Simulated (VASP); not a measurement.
Set up this calculation in VASP 6.6.1, as the native input.

| Property | Result |
| --- | --- |
| Task | single point |
| Functional | PBE |
| Potentials or basis | VASP PAW PBE potentials, release 64 (Ru_pv, Br) |
| Cutoff | 520 eV |
| k mesh | 4 × 4 × 6 |
| Occupations | gaussian, width 0.1 eV |
| Spin | no spin polarisation |
| Dipole correction | no |
| Further INCAR settings | ALGO = Normal; EDIFF = 1e-06; NBANDS = 44 |

The structure of Ru2Br lies in POSCAR:

```
Ru2Br
1.0
    5.3427280732      0.0000000000      0.0000000000
    0.0000000000      5.3427280732      0.0000000000
    0.0000000000      0.0000000000      3.8768382509
Ru Br
4 2
Direct
    0.3113129072      0.3113129072      0.0000000000
    0.1886870928      0.8113129072      0.5000000000
    0.6886870928      0.6886870928      0.0000000000
    0.8113129072      0.1886870928      0.5000000000
    0.0000000000      0.0000000000      0.0000000000
    0.5000000000      0.5000000000      0.5000000000
```

One way to write it, as run:

INCAR

```
PREC     = Accurate       # precision mode
ENCUT    = 520            # plane-wave cutoff, eV
EDIFF    = 1E-6           # SCF threshold, eV
ISMEAR   = 0              # smearing method
SIGMA    = 0.1            # smearing width, eV
LREAL    = F              # projectors in reciprocal space
LASPH    = T              # aspherical terms in the spheres
NELM     = 80             # most SCF steps
ALGO     = Normal         # electronic algorithm
ISIF     = 2              # what is computed and relaxed
LWAVE    = F              # write WAVECAR
LCHARG   = T              # write CHGCAR
GGA      = PE             # functional
LELF     = T              # ELF
LVHAR    = T            
NBANDS   = 44             # bands
```

KPOINTS

```
regular mesh
0
Gamma
  4 4 6
```

Potentials or basis: VASP PAW PBE potentials, release 64 (Ru_pv, Br).

Launch:

```console
$ cat potpaw_PBE.64/Ru_pv/POTCAR potpaw_PBE.64/Br/POTCAR > POTCAR
$ mpirun -np 1 vasp_std > vasp.out
```

It gave:

```json
{"Pressure": "-0.1 GPa", "Largest force": "0.019 eV/Å", "Band gap on the k mesh": "zero (bands 35 and 36 overlap by 1.04 eV)"}
```

Wall time 73 s on 1 thread of Intel(R) Xeon(R) Platinum 8488C (Sapphire Rapids), on a shared host, peak memory 0.25 GiB.
